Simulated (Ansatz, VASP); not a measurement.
# Two plane-wave programs on AlN

```
Al N
1.0
     3.12134    0.00000    0.00000
    -1.56067    2.70316    0.00000
     0.00000    0.00000    4.99454
Al N
2 2
Direct
  0.33333 0.66667 0.00000
  0.66667 0.33333 0.50000
  0.33333 0.66667 0.38500
  0.66667 0.33333 0.88500
```

Alike in both runs: task relaxation of cell and atoms; functional PBEsol; k mesh 12 × 12 × 8; occupations gaussian, width 0.05 eV; no spin polarisation.

|  | VASP | Ansatz |
| --- | --- | --- |
| version | VASP 6.6.1 | Ansatz 0.2.0 |
| potentials or method | VASP PAW PBE potentials, release 64 (Al, N), cutoff 600 eV | scalar-relativistic, plane waves, PAW |
| valence electrons in the cell | 16 | 16 |

```csv
,VASP,Ansatz,Ansatz less VASP
"gap on the k mesh at the Fermi level, each at its own relaxed structure (eV)",4.11,4.09,-0.021
relaxed volume (Å³/atom),10.46,10.46,+0.005
relaxed length of the cell vector where the two differ most in proportion (Å),4.982,4.983,+0.0017
```

VASP's potentials were made for PBE, not for PBEsol.
